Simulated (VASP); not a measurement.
# C (I4_1/amd) in VASP: a series of runs, part 2 of 2

VASP 6.6.1.

### Step 3. Electric field gradients, PBE (zz strain of -3 %)

File INCAR:

```
SYSTEM = C
  PREC = Accurate
  ENCUT = 520
  EDIFF = 1E-8
  ISMEAR = -1
  SIGMA = 0.08
  LREAL = .FALSE.
  LASPH = .TRUE.
  NELM = 80
  ALGO = Normal
  ISIF = 2
  LWAVE = .FALSE.
  LCHARG = .FALSE.
  GGA = PE
  LEFG = .TRUE.
  NBANDS = 11
```

File KPOINTS:

```
Automatic mesh
0
G
  20 20 20
  0 0 0
```

File POSCAR:

```
C
1.0
    0.0000000000      1.7834000000      1.7298980000
    1.7834000000      0.0000000000      1.7298980000
    1.7834000000      1.7834000000      0.0000000000
C
2
Direct
    0.5000000000      0.5000000000      0.5000000000
    0.7500000000      0.7500000000      0.7500000000
```

Potentials or basis: VASP PAW PBE potentials, release 64 (C).

The run is started by

```bash
$ cat potpaw_PBE.64/C/POTCAR > POTCAR
$ mpirun -np 1 vasp_std > vasp.out
```

OUTCAR:

```text
SYSTEM = C
   PREC = Accurate
   ENCUT = 520
   EDIFF = 1E-8
   ISMEAR = -1
   LREAL = .FALSE.
   LASPH = .TRUE.
   NELM = 80
   ISIF = 2
   GGA = PE

 ion  position               nearest neighbor table
   1  0.500  0.500  0.500-   2 1.53   2 1.53   2 1.53   2 1.53
   2  0.750  0.750  0.750-   1 1.53   1 1.53   1 1.53   1 1.53

  LATTYP: Found a body centered tetragonal cell.
 ALAT       =     2.5221084671
 C/A-ratio  =     1.3717871555

  Lattice vectors:

 A1 = (   0.0000000000,  -1.7834000000,  -1.7298980000)
 A2 = (   0.0000000000,   1.7834000000,  -1.7298980000)
 A3 = (   1.7834000000,   0.0000000000,   1.7298980000)

Analysis of symmetry for initial positions (statically):
=====================================================================
 Subroutine PRICEL returns:
 Original cell was already a primitive cell.

 Routine SETGRP: Setting up the symmetry group for a
 body centered tetragonal supercell.

 Subroutine GETGRP returns: Found 16 space group operations
 (whereof  8 operations were pure point group operations)
 out of a pool of 16 trial point group operations.

The static configuration has the point symmetry D_2d.
 The point group associated with its full space group is D_4h.

Analysis of symmetry for dynamics (positions and initial velocities):
=====================================================================
 Subroutine PRICEL returns:
 Original cell was already a primitive cell.

 Routine SETGRP: Setting up the symmetry group for a
 body centered tetragonal supercell.

 Subroutine GETGRP returns: Found 16 space group operations
 (whereof  8 operations were pure point group operations)
 out of a pool of 16 trial point group operations.

The dynamic configuration has the point symmetry D_2d.
 The point group associated with its full space group is D_4h.

[... 475 lines left out ...]
  band No.  band energies     occupation
      1      -7.9704      2.00000
      2      -0.3792      2.00000
      3       7.3389      2.00000
      4       7.4974      2.00000
      5      18.5319      0.00000
      6      18.5601      0.00000
      7      19.8270      0.00000
      8      25.8915      0.00000
      9      31.6422      0.00000
     10      33.3163      0.00000
     11      34.7223      0.00000

 [... further k-points ...]
[... 5 lines left out ...]
  --------------------------------------------------------------------------------------
  -------------------------------------------------------------------------------------
  Total        0.5002963      0.5002963      2.4457211      0.0000000      0.0000000      0.0000000
  in kB       72.8433409     72.8433409    356.0979616      0.0000000      0.0000000      0.0000000
  external PRESSURE =     167.2615478 kB  Pullay stress =       0.0000000 kB

 VOLUME and BASIS-vectors are now :
 -----------------------------------------------------------------------------
  energy-cutoff  :      520.00
  volume of cell :       11.00
      direct lattice vectors                 reciprocal lattice vectors
     0.000000000  1.783400000  1.729898000    -0.280363351  0.280363351  0.289034382
     1.783400000  0.000000000  1.729898000     0.280363351 -0.280363351  0.289034382
     1.783400000  1.783400000  0.000000000     0.280363351  0.280363351 -0.289034382

 POSITION                                       TOTAL-FORCE (eV/Angst)
 -----------------------------------------------------------------------------------
      1.78340      1.78340      1.72990         0.000000      0.000000      0.000000
      2.67510      2.67510      2.59485         0.000000      0.000000      0.000000
 -----------------------------------------------------------------------------------
    total drift:                                0.000000     -0.000000      0.000000

  FREE ENERGIE OF THE ION-ELECTRON SYSTEM (eV)
  ---------------------------------------------------
  free  energy   TOTEN  =       -18.1448251317 eV

  energy  without entropy=      -18.1448251316  energy(sigma->0) =      -18.14482513

 Electric field gradients (V/A^2)
---------------------------------------------------------------------
 ion       V_xx      V_yy      V_zz      V_xy      V_xz      V_yz
---------------------------------------------------------------------
   1       0.570     0.570    -1.140     0.001    -0.000    -0.000
   2       0.570     0.570    -1.140     0.001    -0.000    -0.000
---------------------------------------------------------------------

 Electric field gradients after diagonalization (V/A^2)
 (convention: |V_zz| > |V_xx| > |V_yy|)
----------------------------------------------------------------------
 ion       V_xx      V_yy      V_zz     asymmetry (V_yy - V_xx)/ V_zz
----------------------------------------------------------------------
   1       0.571     0.569    -1.140       0.002
   2       0.571     0.569    -1.140       0.002
----------------------------------------------------------------------

           NMR quadrupolar parameters

 Cq : quadrupolar parameter    Cq=e*Q*V_zz/h
 eta: asymmetry parameters     (V_yy - V_xx)/ V_zz
 Q  : nuclear electric quadrupole moment in mb (millibarn)
----------------------------------------------------------------------
 ion       Cq(MHz)       eta       Q (mb)
----------------------------------------------------------------------
   1      -0.003       0.002       1.000
   2      -0.003       0.002       1.000
----------------------------------------------------------------------
```

OSZICAR:

```text
N       E                     dE             d eps       ncg     rms          rms(c)
DAV:   1     0.123734951508E+01    0.12373E+01   -0.47935E+03 14826   0.700E+02
DAV:   2    -0.184894313793E+02   -0.19727E+02   -0.19079E+02 18372   0.130E+02
DAV:   3    -0.188422289853E+02   -0.35280E+00   -0.35191E+00 16540   0.132E+01
DAV:   4    -0.188427641157E+02   -0.53513E-03   -0.53512E-03 15210   0.644E-01
DAV:   5    -0.188427646856E+02   -0.56996E-06   -0.56929E-06 16188   0.198E-02    0.578E+00
DAV:   6    -0.183190221811E+02    0.52374E+00   -0.27319E-01 14453   0.371E+00    0.345E+00
DAV:   7    -0.181428789523E+02    0.17614E+00   -0.33154E-01 15178   0.413E+00    0.807E-01
DAV:   8    -0.181447669129E+02   -0.18880E-02   -0.91202E-03 14840   0.721E-01    0.446E-02
DAV:   9    -0.181448045076E+02   -0.37595E-04   -0.61509E-05 16937   0.631E-02    0.251E-02
DAV:  10    -0.181448250919E+02   -0.20584E-04   -0.14946E-05 15208   0.344E-02    0.539E-03
DAV:  11    -0.181448251790E+02   -0.87092E-07   -0.25076E-07 17136   0.457E-03    0.519E-04
DAV:  12    -0.181448251390E+02    0.39979E-07   -0.16416E-08 15311   0.128E-03    0.271E-04
DAV:  13    -0.181448251317E+02    0.73099E-08   -0.64113E-10  7939   0.208E-04
   1 F= -.18144825E+02 E0= -.18144825E+02  d E =-.110600E-09
```

stdout:

```text
POSCAR found type information on POSCAR C
 POSCAR found :  1 types and       2 ions
 scaLAPACK will be used
 LDA part: xc-table for (Slater+PW92), standard interpolation
 POSCAR, INCAR and KPOINTS ok, starting setup
 FFT: planning ... GRIDC
 FFT: planning ... GRID_SOFT
 FFT: planning ... GRID
 WAVECAR not read
 entering main loop
ion   1

ion   2
```

Run time: 25 s. Hardware: 1 thread of Intel Xeon 6975P-C (Granite Rapids), shared host; peak memory 0.16 GiB.

What came out:

```yaml
Free_energy: -18.1448 eV
Pressure: 16.7 GPa
Band_gap_on_the_k_mesh: 3.42 eV, indirect (least direct gap 5.13 eV)
```

Electric field gradients, principal values (V/Å²):
```
atom  least  middle  greatest (by size)
 1 C  0.569   0.571              -1.140
 2 C  0.569   0.571              -1.140
```

Caveat: the cell differs from its parent crystal (zz strain of -3 %); without QUAD_EFG the Cq values of the log hold for a quadrupole moment of 1 mb, not for the nuclei.
